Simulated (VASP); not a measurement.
Set up this calculation in VASP 6.6.1, as the native input.

```
Task                   : single point
Functional             : PBE
Potentials or basis    : VASP PAW PBE potentials, release 64 (Sn_d)
Cutoff                 : 520 eV
k mesh                 : 15 × 15 × 15
Occupations            : fermi-dirac, width 0.05 eV
Spin                   : no spin polarisation
Dipole correction      : no
Further INCAR settings : ALGO = Normal; EDIFF = 1e-06; NBANDS = 21
```

The structure of Sn lies in POSCAR:

```
Sn
1.0
   -2.9730380483      2.9730380483      1.6218471360
    2.9730380483     -2.9730380483      1.6218471360
    2.9730380483      2.9730380483     -1.6218471360
Sn
2
Direct
    0.0000000000      0.0000000000      0.0000000000
    0.7500000000      0.2500000000      0.5000000000
```

These files were run (other wordings do the same):

INCAR

```
SYSTEM = Sn
PREC     = Accurate       ! precision mode
ENCUT    = 520            ! plane-wave cutoff, eV
EDIFF    = 1E-6           ! SCF threshold, eV
ISMEAR   = -1             ! smearing method
SIGMA    = 0.05           ! smearing width, eV
LREAL    = .FALSE.        ! projectors in reciprocal space
LASPH    = .TRUE.         ! aspherical terms in the spheres
NELM     = 100            ! most SCF steps
ALGO     = Normal         ! electronic algorithm
ISIF     = 2              ! what is computed and relaxed
LWAVE    = .FALSE.        ! write WAVECAR
LCHARG   = .FALSE.        ! write CHGCAR
GGA      = PE             ! functional
NBANDS   = 21             ! bands
```

KPOINTS

```
regular mesh
0
G
  15 15 15
  0 0 0
```

Potentials or basis: VASP PAW PBE potentials, release 64 (Sn_d).

Launch:

```sh
$ cat potpaw_PBE.64/Sn_d/POTCAR > POTCAR
$ mpirun -np 1 vasp_std > vasp.out
```

Results of the run:

```
Pressure               : -0.5 GPa
Band gap on the k mesh : zero (bands 14 and 15 overlap by 4.02 eV)
```

Caveat: spin-orbit coupling is left out, which moves the levels of the heavy elements.

Wall time 3.9 min on 1 thread of Intel(R) Xeon(R) Platinum 8259CL CPU @ 2.50GHz (Skylake/Cascade Lake), on a shared host, peak memory 0.4 GiB.
